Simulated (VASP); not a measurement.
# KBr (rock salt type) (Fm-3m) in VASP: a series of runs

The runs below take KBr (rock salt type) through single point, with HSE06.

All numbers are computed with VASP 6.6.1; they aren't measurements. Logs are shortened: lines on timing, memory, paths and dates and some standing lists are left out, and cuts for length are marked.

### 1 The cell of the first run

The structure is cubic, space group Fm-3m (No. 225). Conventional cell: a = 6.586 Å, b = 6.586 Å, c = 6.586 Å, α = 90.00°, β = 90.00°, γ = 90.00°. Within 4.3 Å of K (site symmetry m-3m) lie 6 Br at 3.29 Å. Br (site symmetry m-3m) has 6 K at 3.29 Å within 4.3 Å.

### 2 Single point, HSE06

Input file POSCAR:

```
KBr
1.0
    0.0000000000      3.2932093678      3.2932093678
    3.2932093678      0.0000000000      3.2932093678
    3.2932093678      3.2932093678      0.0000000000
K Br
1 1
Direct
    0.0000000000      0.0000000000      0.0000000000
    0.5000000000      0.5000000000      0.5000000000
```

Input file INCAR.step1:

```
SYSTEM = KBr
PREC = Accurate ; ENCUT = 520
EDIFF = 1E-5 ; ISMEAR = -1
SIGMA = 0.05 ; LREAL = .False.
LASPH = .True. ; NELM = 100
ALGO = Normal ; ISIF = 2
LWAVE = .True. ; LCHARG = .False.
NBANDS = 15 ; GGA = PE
```

Input file INCAR.step2:

```
SYSTEM = KBr
PREC = Accurate ; ENCUT = 520
EDIFF = 1E-6 ; ISMEAR = -1
SIGMA = 0.05 ; LREAL = .False.
LASPH = .True. ; NELM = 100
ALGO = Normal ; ISIF = 2
LWAVE = .False. ; LCHARG = .False.
GGA = PE ; LHFCALC = .True.
HFSCREEN = 0.2079 ; PRECFOCK = Normal
NBANDS = 15 ; ISTART = 1
```

Input file KPOINTS:

```
regular mesh
0
Gamma
  4 4 4
  0 0 0
```

Potentials or basis: VASP PAW PBE potentials, release 64 (K_sv, Br).

Run with:

```sh
$ cat potpaw_PBE.64/K_sv/POTCAR potpaw_PBE.64/Br/POTCAR > POTCAR
$ cp INCAR.step1 INCAR
$ mpirun -np 1 vasp_std > vasp.out
$ cp INCAR.step2 INCAR
$ mpirun -np 1 vasp_std > vasp.out
```

OUTCAR:

```text
SYSTEM = KBr
   PREC = Accurate
   ENCUT = 520
   EDIFF = 1E-6
   ISMEAR = -1
   LREAL = .False.
   LASPH = .True.
   NELM = 100
   ISIF = 2
   GGA = PE
   LHFCALC = .True.
   HFSCREEN = 0.2079
   PRECFOCK = Normal
   ISTART = 1

 ion  position               nearest neighbor table
   1  0.000  0.000  0.000-   2 3.29   2 3.29   2 3.29   2 3.29   2 3.29   2 3.29
   2  0.500  0.500  0.500-   1 3.29   1 3.29   1 3.29   1 3.29   1 3.29   1 3.29

  LATTYP: Found a face centered cubic cell.
 ALAT       =     6.5864187356

  Lattice vectors:

 A1 = (   0.0000000000,   3.2932093678,   3.2932093678)
 A2 = (   3.2932093678,   0.0000000000,   3.2932093678)
 A3 = (   3.2932093678,   3.2932093678,   0.0000000000)

Analysis of symmetry for initial positions (statically):
=====================================================================
 Subroutine PRICEL returns:
 Original cell was already a primitive cell.

 Routine SETGRP: Setting up the symmetry group for a
 face centered cubic supercell.

 Subroutine GETGRP returns: Found 48 space group operations
 (whereof 48 operations were pure point group operations)
 out of a pool of 48 trial point group operations.

The static configuration has the point symmetry O_h .

Analysis of symmetry for dynamics (positions and initial velocities):
=====================================================================
 Subroutine PRICEL returns:
 Original cell was already a primitive cell.

 Routine SETGRP: Setting up the symmetry group for a
 face centered cubic supercell.

 Subroutine GETGRP returns: Found 48 space group operations
 (whereof 48 operations were pure point group operations)
 out of a pool of 48 trial point group operations.

The dynamic configuration has the point symmetry O_h .

 Subroutine INISYM returns: Found 48 space group operations
 (whereof 48 operations are pure point group operations),
 and found     1 'primitive' translations

----------------------------------------------------------------------------------------

                                     Primitive cell

  volume of cell :      71.4312

  direct lattice vectors                    reciprocal lattice vectors
     0.000000000  3.293209368  3.293209368    -0.151827577  0.151827577  0.151827577
     3.293209368  0.000000000  3.293209368     0.151827577 -0.151827577  0.151827577
     3.293209368  3.293209368  0.000000000     0.151827577  0.151827577 -0.151827577

  length of vectors
     4.657301352  4.657301352  4.657301352     0.262973078  0.262973078  0.262973078

  position of ions in fractional coordinates (direct lattice)
     0.000000000  0.000000000  0.000000000
     0.500000000  0.500000000  0.500000000

  ion indices of the primitive-cell ions
   primitive index   ion index
                 1           1
                 2           2

----------------------------------------------------------------------------------------

 KPOINTS: regular mesh

Automatic generation of k-mesh.
 Grid dimensions read from file:
 generate k-points for:    4    4    4

 Generating k-lattice:

  Cartesian coordinates                     Fractional coordinates (reciprocal lattice)
    -0.037956894  0.037956894  0.037956894     0.250000000  0.000000000  0.000000000
     0.037956894 -0.037956894  0.037956894     0.000000000  0.250000000  0.000000000
     0.037956894  0.037956894 -0.037956894     0.000000000  0.000000000  0.250000000

  Length of vectors
     0.065743269  0.065743269  0.065743269

  Shift w.r.t. Gamma in fractional coordinates (k-lattice)
     0.000000000  0.000000000  0.000000000

 Subroutine IBZKPT returns following result:
 ===========================================

 Found      8 irreducible k-points:

 Following reciprocal coordinates:
            Coordinates               Weight
  0.000000  0.000000  0.000000      1.000000
  0.250000  0.000000  0.000000      8.000000
  0.500000  0.000000  0.000000      4.000000
  0.250000  0.250000  0.000000      6.000000
  0.500000  0.250000  0.000000     24.000000
 -0.250000  0.250000  0.000000     12.000000
  0.500000  0.500000  0.000000      3.000000
 -0.250000  0.500000  0.250000      6.000000
   k-points           NKPTS =      8   k-points in BZ     NKDIM =     64   number of bands    NBANDS=     15
   number of dos      NEDOS =    301   number of ions     NIONS =      2
   total plane-waves  NPLWV =  46656
   dimension x,y,z NGX =    36 NGY =   36 NGZ =   36
   dimension x,y,z NGXF=    72 NGYF=   72 NGZF=   72
   ions per type =               1   1
   NGX,Y,Z   is equivalent  to a cutoff of  12.85, 12.85, 12.85 a.u.
   NGXF,Y,Z  is equivalent  to a cutoff of  25.70, 25.70, 25.70 a.u.
 SYSTEM =  KBr
   PREC   = accura    normal or accurate (medium, high low for compatibility)
   ISTART =      1    job   : 0-new  1-cont  2-samecut
   ICHARG =      0    charge: 1-file 2-atom 10-const
   ISPIN  =      1    spin polarized calculation?
   LNONCOLLINEAR =      F non collinear calculations
   LSORBIT =      F    spin-orbit coupling
   LASPH  =      T    aspherical Exc in radial PAW
   ENCUT  =  520.0 eV  38.22 Ry    6.18 a.u.   8.66  8.66  8.66*2*pi/ulx,y,z
   NELM   =    100;   NELMIN=  2; NELMDL=  0     # of ELM steps
   EDIFF  = 0.1E-05   stopping-criterion for ELM
   LREAL  =      F    real-space projection
   EDIFFG = 0.1E-04   stopping-criterion for IOM
   NSW    =      0    number of steps for IOM
   IBRION =     -1    ionic relax: 0-MD 1-quasi-New 2-CG
   NFREE  =      0    steps in history (QN), initial steepest desc. (CG)
   ISIF   =      2    stress and relaxation
   ISYM   =      3    0-nonsym 1-usesym 2-fastsym
   POTIM  = 0.5000    time-step for ionic-motion
   TEBEG  =    0.0;   TEEND  =   0.0 temperature during run
   PSTRESS=    0.0 pullay stress
   NELECT =      16.0000    total number of electrons
   NUPDOWN=      -1.0000    fix difference up-down
   EMIN   =  10.00;   EMAX   =-10.00  energy-range for DOS
   EFERMI =   0.00;   METHOD = LEGACY
   ISMEAR =    -1;   SIGMA  =   0.05  broadening in eV -4-tet -1-fermi 0-gaus
   EFERMI_NEDOS =   21; number of points for ismear=-14 and -15
   IALGO  =     38    algorithm
   IMIX   =      1    mixing-type and parameters
     AMIX     =   0.40;   BMIX     =  1.00
     AMIX_MAG =   1.60;   BMIX_MAG =  1.00
  volume/ion in A,a.u.               =      35.72       241.02
  Fermi-wavevector in a.u.,A,eV,Ry     =   0.994227  1.878816 13.449182  0.988487
  Thomas-Fermi vector in A             =   2.126163
   LORBIT       =      0    0 simple, 1 ext, 2 COOP (PROOUT), +10 PAW based schemes
   GGA     = PE    functional components
   LHFCALC =     T    Hartree Fock is set to
   PRECFOCK=normal    Normal, Fast or Accurate (Low or Medium for compatibility)
   ENCUT4O =  -1.0   cutoff for four orbital integrals eV
   NKREDX  =     1    reduce k-point grid by
   NKREDY  =     1    reduce k-point grid by
   NKREDZ  =     1    reduce k-point grid by
   AEXX    =    0.2500 exact exchange contribution
   HFSCREEN=    0.2079 screening length (either q_TF or 0.3 A-1)
   HFSCREENC=   0.2079 screening length for correlation (either q_TF or 0.3 A-1)
   ENCUTFOCK=  -1.0 apply spherical cutoff to Coloumb kernel
   IVDW    =     0    specifies the selected vdW correction
   LEPSILON=     F    determine dielectric tensor
   LRPA    =     F    only Hartree local field effects (RPA)
 non-spin polarized calculation
  energy-cutoff  :      520.00
  volume of cell :       71.43
 maximum number of plane-waves:      1928
 NGX is ok and might be reduce to    36
  NGX = 28; NGY = 28; NGZ = 28

 number of electron      15.9999998 magnetization

 Free energy of the ion-electron system (eV)
  ---------------------------------------------------
  ext. energy  EPLUGINS =         0.00000000
  ---------------------------------------------------
  free energy    TOTEN  =        -7.16745823 eV

  energy without entropy =       -7.16745823  energy(sigma->0) =       -7.16745823

 E-fermi :  -1.4685     XC(G=0):  -6.2029

 val. band max:       -2.5885959849   @ k =   0.0000   0.0000   0.0000
 cond. band min:       3.0286501783   @ k =   0.0000   0.0000   0.0000
 fundamental gap:      5.6172461633
 Fermi energy:        -1.4685392958

 k-point     1 :       0.0000    0.0000    0.0000
  band No.  band energies     occupation
      1     -32.5418      2.00000
      2     -15.9203      2.00000
      3     -14.6661      2.00000
      4     -14.6661      2.00000
      5     -14.6661      2.00000
      6      -2.5886      2.00000
      7      -2.5886      2.00000
      8      -2.5886      2.00000
      9       3.0287      0.00000
     10       6.3820      0.00000
     11       6.3820      0.00000
     12       6.3820      0.00000
     13       7.3370      0.00000
     14       7.3370      0.00000
     15      10.1791      0.00000

 k-point     2 :       0.2500    0.0000    0.0000
  band No.  band energies     occupation
      1     -32.5387      2.00000
      2     -16.0136      2.00000
      3     -14.6680      2.00000
      4     -14.6680      2.00000
      5     -14.5277      2.00000
      6      -3.2846      2.00000
      7      -2.7690      2.00000
      8      -2.7690      2.00000
      9       4.3053      0.00000
     10       6.2012      0.00000
     11       7.1325      0.00000
     12       7.1325      0.00000
     13       8.1459      0.00000
     14       8.1459      0.00000
     15      11.2842      0.00000
[... 77 lines left out ...]
      3     -14.7618      2.00000
      4     -14.7042      2.00000
      5     -14.7042      2.00000
      6      -3.4630      2.00000
      7      -2.8983      2.00000
      8      -2.8983      2.00000
      9       4.4722      0.00000
     10       5.9260      0.00000
     11       8.2288      0.00000
     12       8.4006      0.00000
     13       8.7477      0.00000
     14       9.9836      0.00000
     15       9.9836      0.00000

 k-point     8 :      -0.2500    0.5000    0.2500
  band No.  band energies     occupation
      1     -32.5339      2.00000
      2     -15.9032      2.00000
      3     -14.7328      2.00000
      4     -14.7328      2.00000
      5     -14.5649      2.00000
      6      -3.2168      2.00000
      7      -3.2168      2.00000
      8      -3.1549      2.00000
      9       6.0727      0.00000
     10       6.0727      0.00000
     11       7.0358      0.00000
     12       7.9611      0.00000
     13       9.6096      0.00000
     14      10.0192      0.00000
     15      10.2436      0.00000

------------------------ aborting loop because EDIFF is reached ----------------------------------------

  FORCE on cell =-STRESS in cart. coord.  units (eV):
  Direction    XX          YY          ZZ          XY          YZ          ZX
  --------------------------------------------------------------------------------------
  -------------------------------------------------------------------------------------
  Total        0.2621792      0.2621792      0.2621792     -0.0000000      0.0000000      0.0000000
  in kB        5.8805876      5.8805876      5.8805876     -0.0000000      0.0000000      0.0000000
  external PRESSURE =       5.8805876 kB  Pullay stress =       0.0000000 kB

 VOLUME and BASIS-vectors are now :
 -----------------------------------------------------------------------------
  energy-cutoff  :      520.00
  volume of cell :       71.43
      direct lattice vectors                 reciprocal lattice vectors
     0.000000000  3.293209368  3.293209368    -0.151827577  0.151827577  0.151827577
     3.293209368  0.000000000  3.293209368     0.151827577 -0.151827577  0.151827577
     3.293209368  3.293209368  0.000000000     0.151827577  0.151827577 -0.151827577

 POSITION                                       TOTAL-FORCE (eV/Angst)
 -----------------------------------------------------------------------------------
      0.00000      0.00000      0.00000        -0.000000      0.000000      0.000000
      3.29321      3.29321      3.29321         0.000000     -0.000000     -0.000000
 -----------------------------------------------------------------------------------
    total drift:                                0.000000      0.000000      0.000000

  FREE ENERGIE OF THE ION-ELECTRON SYSTEM (eV)
  ---------------------------------------------------
  free  energy   TOTEN  =        -7.1674582274 eV

  energy  without entropy=       -7.1674582274  energy(sigma->0) =       -7.16745823
```

Run time: 7.3 min. Hardware: 1 thread of Intel Xeon Platinum 8259CL at 2.50GHz (Skylake/Cascade Lake), shared host; peak memory 0.32 GiB.

What came out:

* Free energy: -7.1675 eV
* Pressure: 0.6 GPa
* Band gap on the k mesh: 5.62 eV

Levels at points of the mesh, in eV from the valence-band top:
```
           k point  band 5  band 6  band 7  band 8  band 9  band 10  band 11  band 12
(0.00, 0.00, 0.00)  -12.08    0.00    0.00    0.00    5.62     8.97     8.97     8.97
(0.50, 0.00, 0.00)  -11.81   -1.24   -0.35   -0.35    7.76     9.62    11.40    11.40
(0.50, 0.50, 0.00)  -12.12   -0.87   -0.31   -0.31    7.06     8.51    10.82    10.99
```

Caveat: the PAW data sets were made with another functional, which shifts forces and pressure a little.

### 3 Single point, HSE06

This run uses another cell than the first one, of 36.84 Å³/atom.

Input file POSCAR:

```
KBr
1.0
    0.0000000000      3.3275161011      3.3275161011
    3.3275161011      0.0000000000      3.3275161011
    3.3275161011      3.3275161011      0.0000000000
K Br
1 1
Direct
    0.0000000000      0.0000000000      0.0000000000
    0.5000000000      0.5000000000      0.5000000000
```

Input file INCAR.step1:

```
PREC = Accurate ; ENCUT = 520
EDIFF = 1E-5 ; ISMEAR = -1
SIGMA = 0.05 ; LREAL = False
LASPH = True ; NELM = 100
ALGO = Normal ; ISIF = 2
LWAVE = True ; LCHARG = False
NBANDS = 15 ; GGA = PE
```

Input file INCAR.step2:

```
PREC = Accurate ; ENCUT = 520
EDIFF = 1E-7 ; ISMEAR = -1
SIGMA = 0.05 ; LREAL = False
LASPH = True ; NELM = 100
ALGO = Normal ; ISIF = 2
LWAVE = False ; LCHARG = False
GGA = PE ; LHFCALC = True
HFSCREEN = 0.2079 ; PRECFOCK = Normal
NBANDS = 15 ; ISTART = 1
```

Input file KPOINTS:

```
regular mesh
0
Gamma
  4 4 4
```

Potentials or basis: VASP PAW PBE potentials, release 64 (K_sv, Br).

Run with:

```sh
$ cat potpaw_PBE.64/K_sv/POTCAR potpaw_PBE.64/Br/POTCAR > POTCAR
$ cp INCAR.step1 INCAR
$ mpirun -np 1 vasp_std > vasp.out
$ cp INCAR.step2 INCAR
$ mpirun -np 1 vasp_std > vasp.out
```

Wall time 8.4 min (1 thread of Intel Xeon Platinum 8259CL at 2.50GHz (Skylake/Cascade Lake), shared host); peak memory 0.32 GiB.

It converged, with:

```
Free energy            : -7.1724 eV
Pressure               : 0.1 GPa
Band gap on the k mesh : 5.53 eV
```

Levels at points of the mesh, in eV from the valence-band top:
```tsv
k point	band 6	band 7	band 8	band 9	band 10	band 11
(0.00, 0.00, 0.00)	0.00	0.00	0.00	5.53	8.96	8.96
(0.50, 0.00, 0.00)	-1.18	-0.32	-0.32	7.69	9.49	11.29
(0.50, 0.50, 0.00)	-0.84	-0.30	-0.30	7.09	8.39	10.63
```

Caveat: the PAW data sets were made with another functional, which shifts forces and pressure a little.

### 4 Single point, HSE06

This run uses another cell than the first one, of 36.84 Å³/atom.

POSCAR is that of step 3.

Input file INCAR.step1:

```
SYSTEM = KBr
  PREC = Accurate
  ENCUT = 520
  EDIFF = 1E-5
  ISMEAR = -1
  SIGMA = 0.05
  LREAL = .False.
  LASPH = .True.
  NELM = 60
  ALGO = Normal
  ISIF = 2
  LWAVE = .True.
  LCHARG = .False.
  NBANDS = 15
  GGA = PE
```

Input file INCAR.step2:

```
SYSTEM = KBr
  PREC = Accurate
  ENCUT = 520
  EDIFF = 1E-6
  ISMEAR = -1
  SIGMA = 0.05
  LREAL = .False.
  LASPH = .True.
  NELM = 60
  ALGO = Normal
  ISIF = 2
  LWAVE = .False.
  LCHARG = .False.
  GGA = PE
  LHFCALC = .True.
  HFSCREEN = 0.2079
  PRECFOCK = Normal
  NBANDS = 15
  ISTART = 1
```

Input file KPOINTS:

```
regular mesh
0
Gamma
  4 4 4
  0 0 0
```

Run with:

```sh
$ cat potpaw_PBE.64/K_sv/POTCAR potpaw_PBE.64/Br/POTCAR > POTCAR
$ cp INCAR.step1 INCAR
$ mpirun -np 1 vasp_std > vasp.out
$ cp INCAR.step2 INCAR
$ mpirun -np 1 vasp_std > vasp.out
```

Run time: 7.7 min. Hardware: 1 thread of Intel Xeon Platinum 8259CL at 2.50GHz (Skylake/Cascade Lake), shared host; peak memory 0.31 GiB.

The run converged. Its results:

- Free energy: -7.1724 eV
- Pressure: 0.1 GPa
- Band gap on the k mesh: 5.53 eV

Levels at points of the mesh, in eV from the valence-band top:
```tsv
k point	band 5	band 6	band 7	band 8	band 9	band 10	band 11	band 12
(0.00, 0.00, 0.00)	-12.14	0.00	0.00	0.00	5.53	8.96	8.96	8.96
(0.50, 0.00, 0.00)	-11.90	-1.18	-0.32	-0.32	7.69	9.49	11.29	11.29
(0.50, 0.50, 0.00)	-12.18	-0.84	-0.30	-0.30	7.09	8.39	10.63	10.93
```

Caveat: the PAW data sets were made with another functional, which shifts forces and pressure a little.
